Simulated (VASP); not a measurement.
# Bi (Fm-3m) in VASP: further runs, part 2 of 2

VASP 6.6.1. Earlier steps stand in the parts before.

### 3 Single point, PBE

This run uses another cell than the first one, of 31.86 Å³/atom.

INCAR

```
SYSTEM = Bi
PREC = Accurate ; ENCUT = 500
EDIFF = 1E-6 ; ISMEAR = -1
SIGMA = 0.08 ; LREAL = .FALSE.
LASPH = .TRUE. ; NELM = 120
ALGO = Normal ; ISIF = 2
LWAVE = .FALSE. ; LCHARG = .FALSE.
GGA = PE ; NBANDS = 14
GGA_COMPAT = .FALSE.
```

KPOINTS

```
regular mesh
0
G
  14 14 14
  0 0 0
```

POSCAR

```
Bi
1.0
    0.0000000000      2.5161226846      2.5161226846
    2.5161226846      0.0000000000      2.5161226846
    2.5161226846      2.5161226846      0.0000000000
Bi
1
Direct
    0.0000000000      0.0000000000      0.0000000000
```

Potentials or basis: VASP PAW PBE potentials, release 64 (Bi_d).

Command:

```console
> cat potpaw_PBE.64/Bi_d/POTCAR > POTCAR
> mpirun -np 1 vasp_std > vasp.out
```

OUTCAR:

```text
SYSTEM = Bi
   PREC = Accurate
   ENCUT = 500
   EDIFF = 1E-6
   ISMEAR = -1
   LREAL = .FALSE.
   LASPH = .TRUE.
   NELM = 120
   ISIF = 2
   GGA = PE

 ion  position               nearest neighbor table
   1  0.000  0.000  0.000-

  LATTYP: Found a face centered cubic cell.
 ALAT       =     5.0322453692

  Lattice vectors:

 A1 = (   0.0000000000,   2.5161226846,   2.5161226846)
 A2 = (   2.5161226846,   0.0000000000,   2.5161226846)
 A3 = (   2.5161226846,   2.5161226846,   0.0000000000)

Analysis of symmetry for initial positions (statically):
=====================================================================
 Subroutine PRICEL returns:
 Original cell was already a primitive cell.

 Routine SETGRP: Setting up the symmetry group for a
 face centered cubic supercell.

 Subroutine GETGRP returns: Found 48 space group operations
 (whereof 48 operations were pure point group operations)
 out of a pool of 48 trial point group operations.

The static configuration has the point symmetry O_h .

Analysis of symmetry for dynamics (positions and initial velocities):
=====================================================================
 Subroutine PRICEL returns:
 Original cell was already a primitive cell.

 Routine SETGRP: Setting up the symmetry group for a
 face centered cubic supercell.

 Subroutine GETGRP returns: Found 48 space group operations
 (whereof 48 operations were pure point group operations)
 out of a pool of 48 trial point group operations.

The dynamic configuration has the point symmetry O_h .

 Subroutine INISYM returns: Found 48 space group operations
 (whereof 48 operations are pure point group operations),
 and found     1 'primitive' translations

----------------------------------------------------------------------------------------

                                     Primitive cell
[... 114 lines left out ...]
   GGA     = PE    functional components
   LHFCALC =     F    Hartree Fock is set to
   AEXX    =    0.0000 exact exchange contribution
   IVDW    =     0    specifies the selected vdW correction
   LEPSILON=     F    determine dielectric tensor
   LRPA    =     F    only Hartree local field effects (RPA)
 non-spin polarized calculation
  energy-cutoff  :      500.00
  volume of cell :       31.86
 maximum number of plane-waves:       869
 NGX is ok and might be reduce to    28
   NGX = 13   NGY = 13   NGZ = 13

 number of electron      15.0000000 magnetization

 Free energy of the ion-electron system (eV)
  ---------------------------------------------------
  ext. energy  EPLUGINS =         0.00000000
  ---------------------------------------------------
  free energy    TOTEN  =        -3.70685135 eV

  energy without entropy =       -3.68837963  energy(sigma->0) =       -3.69761549

 E-fermi :   7.7529     XC(G=0): -10.1843

 val. band max:        7.7326874546   @ k =   0.4286   0.2857   0.1429
 cond. band min:       7.8139586370   @ k =  -0.1429   0.1429   0.0000
 fundamental gap:      0.0812711823
 Fermi energy:         7.7529071768

 k-point     1 :       0.0000    0.0000    0.0000
  band No.  band energies     occupation
      1     -15.3715      2.00000
      2     -15.3715      2.00000
      3     -15.3715      2.00000
      4     -15.3072      2.00000
      5     -15.3072      2.00000
      6      -5.7337      2.00000
      7      12.5021      0.00000
      8      12.5021      0.00000
      9      12.5021      0.00000
     10      16.2878      0.00000
     11      16.7900      0.00000
     12      18.3960      0.00000
     13      18.3960      0.00000
     14      18.3960      0.00000
[... 377 lines left out ...]
      1     -15.3856      2.00000
      2     -15.3411      2.00000
      3     -15.3291      2.00000
      4     -15.3062      2.00000
      5     -15.2714      2.00000
      6      -4.5220      2.00000
      7       6.9726      1.99988
      8      10.3352      0.00000
      9      10.4168      0.00000
     10      14.9549      0.00000
     11      16.3241      0.00000
     12      19.1446      0.00000
     13      20.4213      0.00000
     14      20.8927      0.00000

 [... further k-points ...]

------------------------ aborting loop because EDIFF is reached ----------------------------------------

  FORCE on cell =-STRESS in cart. coord.  units (eV):
  Direction    XX          YY          ZZ          XY          YZ          ZX
  --------------------------------------------------------------------------------------
  -------------------------------------------------------------------------------------
  Total       -0.0035249     -0.0035249     -0.0035249     -0.0000000      0.0000000      0.0000000
  in kB       -0.1772682     -0.1772682     -0.1772682     -0.0000000      0.0000000      0.0000000
  external PRESSURE =      -0.1772682 kB  Pullay stress =       0.0000000 kB

 VOLUME and BASIS-vectors are now :
 -----------------------------------------------------------------------------
  energy-cutoff  :      500.00
  volume of cell :       31.86
      direct lattice vectors                 reciprocal lattice vectors
     0.000000000  2.516122685  2.516122685    -0.198718450  0.198718450  0.198718450
     2.516122685  0.000000000  2.516122685     0.198718450 -0.198718450  0.198718450
     2.516122685  2.516122685  0.000000000     0.198718450  0.198718450 -0.198718450

 POSITION                                       TOTAL-FORCE (eV/Angst)
 -----------------------------------------------------------------------------------
      0.00000      0.00000      0.00000         0.000000      0.000000      0.000000
 -----------------------------------------------------------------------------------
    total drift:                               -0.000000     -0.000000     -0.000000

  FREE ENERGIE OF THE ION-ELECTRON SYSTEM (eV)
  ---------------------------------------------------
  free  energy   TOTEN  =        -3.7068513486 eV

  energy  without entropy=       -3.6883796325  energy(sigma->0) =       -3.69761549
```

OSZICAR:

```text
N       E                     dE             d eps       ncg     rms          rms(c)
DAV:   1     0.112612887116E+03    0.11261E+03   -0.75187E+03  2950   0.119E+03
DAV:   2     0.291457887969E+01   -0.10970E+03   -0.10648E+03  3206   0.332E+02
DAV:   3    -0.355115329392E+01   -0.64657E+01   -0.64401E+01  3602   0.784E+01
DAV:   4    -0.370382874791E+01   -0.15268E+00   -0.15263E+00  3712   0.129E+01
DAV:   5    -0.371051412732E+01   -0.66854E-02   -0.66851E-02  4158   0.246E+00    0.439E-01
DAV:   6    -0.370710645674E+01    0.34077E-02   -0.73791E-03  3930   0.116E+00    0.270E-01
DAV:   7    -0.370678752640E+01    0.31893E-03   -0.50570E-03  3788   0.941E-01    0.814E-02
DAV:   8    -0.370685004513E+01   -0.62519E-04   -0.51219E-04  3852   0.333E-01    0.105E-02
DAV:   9    -0.370685129797E+01   -0.12528E-05   -0.11394E-05  4164   0.446E-02    0.429E-03
DAV:  10    -0.370685134857E+01   -0.50596E-07   -0.11540E-06  3114   0.118E-02
   1 F= -.37068513E+01 E0= -.36976155E+01  d E =-.184717E-01
```

stdout:

```text
POSCAR found type information on POSCAR Bi
 POSCAR found :  1 types and       1 ions
 scaLAPACK will be used
 LDA part: xc-table for (Slater+PW92), standard interpolation
 POSCAR, INCAR and KPOINTS ok, starting setup
 FFT: planning ... GRIDC
 FFT: planning ... GRID_SOFT
 FFT: planning ... GRID
 WAVECAR not read
 entering main loop
```

Wall time 36 s (1 thread of Intel Xeon Platinum 8259CL at 2.50GHz (Skylake/Cascade Lake), shared host); peak memory 0.18 GiB.

Results:

```yaml
Free_energy: -3.7069 eV
Pressure: 0.0 GPa
Band_gap_on_the_k_mesh: zero (an odd number of electrons rules out a gap without spin polarisation)
```

Caveat: spin-orbit coupling is left out, which moves the levels of the heavy elements.

### 4 Relaxation of cell and atoms, PBE

This run uses another cell than the first one, of 32.00 Å³/atom.

INCAR

```
SYSTEM = Bi
ALGO     = Normal         ! electronic algorithm
EDIFF    = 1E-7           ! SCF threshold, eV
EDIFFG   = -0.005         ! ionic threshold
ENCUT    = 500            ! plane-wave cutoff, eV
GGA      = PE             ! functional
GGA_COMPAT= .FALSE.      
IBRION   = 2              ! ionic algorithm
ISIF     = 3              ! what is computed and relaxed
ISMEAR   = -1             ! smearing method
LASPH    = .TRUE.         ! aspherical terms in the spheres
LCHARG   = .FALSE.        ! write CHGCAR
LREAL    = .FALSE.        ! projectors in reciprocal space
LWAVE    = .FALSE.        ! write WAVECAR
NELM     = 120            ! most SCF steps
NELMIN   = 4            
NSW      = 60             ! ionic steps
PREC     = Accurate       ! precision mode
SIGMA    = 0.08           ! smearing width, eV
```

KPOINTS

```
k-points
0
G
  14 14 14
  0 0 0
```

POSCAR

```
Bi
1.0
    0.0000000000      2.5198420998      2.5198420998
    2.5198420998      0.0000000000      2.5198420998
    2.5198420998      2.5198420998      0.0000000000
Bi
1
Direct
    0.0000000000      0.0000000000      0.0000000000
```

Command:

```console
> cat potpaw_PBE.64/Bi_d/POTCAR > POTCAR
> mpirun -np 1 vasp_std > vasp.out
```

It took 70 s on 1 thread of Intel Xeon Platinum 8259CL at 2.50GHz (Skylake/Cascade Lake), shared host; peak memory 0.18 GiB.

Results (log left out):

| Property | Result |
| --- | --- |
| Free energy | -3.7069 eV |
| Relaxed volume | 31.84 Å³/atom |
| Relaxed cell | a = 3.558 Å, b = 3.558 Å, c = 3.558 Å, α = 60.00°, β = 60.00°, γ = 60.00° |
| Space group after relaxing (to 0.1 Å) | Fm-3m (No. 225) |
| Energy gained by relaxing | 0.1 meV/atom |
| Ionic steps | 3 |
| Pressure after relaxing | 0.0 GPa |
| Band gap on the k mesh | zero (an odd number of electrons rules out a gap without spin polarisation) |

Step by step:
```
step  energy change (eV)  largest force (eV/Å)  pressure (GPa)  volume (Å³)
   1              0.0000                0.0000           -0.24        32.00
   2             -0.0001                0.0000            0.10        31.78
   3             -0.0001                0.0000            0.01        31.84
```

Final structure:
```
CELL_PARAMETERS angstrom
0.00000 2.51570 2.51570
2.51570 0.00000 2.51570
2.51570 2.51570 0.00000
ATOMIC_POSITIONS crystal
Bi 0.00000 0.00000 0.00000
```

Levels at points of the mesh, in eV from the Fermi level:
| k point | band 4 | band 5 | band 6 | band 7 | band 8 | band 9 | band 10 | band 11 |
| --- | --- | --- | --- | --- | --- | --- | --- | --- |
| (0.00, 0.00, 0.00) | -23.06 | -23.06 | -13.49 | 4.75 | 4.75 | 4.75 | 8.54 | 9.04 |
| (0.50, 0.00, 0.00) | -22.99 | -22.99 | -10.75 | -5.20 | 3.22 | 3.22 | 7.17 | 8.57 |
| (0.50, 0.50, 0.00) | -22.97 | -22.97 | -9.70 | -4.41 | 0.32 | 0.32 | 3.99 | 5.18 |

Caveat: spin-orbit coupling is left out, which moves the levels of the heavy elements.

### 5 Summary

```csv
task,cell,gap on the mesh (eV),pressure (GPa)
single point,"a = 3.281 Å, angles 60.0°, 1 atom",none,21.4
single point,"a = 3.558 Å, angles 60.0°, 1 atom",none,0.0
relaxation of cell and atoms,"relaxed from a = 3.564 Å, angles 60.0°, 1 atom",none,0.0
```

Alike in all rows: level PBE; potentials or basis VASP PAW PBE potentials, release 64 (Bi_d); no spin polarisation; k mesh 14 × 14 × 14; cutoff (eV) 500; smearing fermi-dirac 0.08 eV.

Caveats: spin-orbit coupling is left out, which moves the levels of the heavy elements; the cell stands under pressure (at least some runs).

Absolute energies hang on the potentials; compare differences alone.

The gap in the log of VASP goes by the Fermi energy; the results here count the filled bands.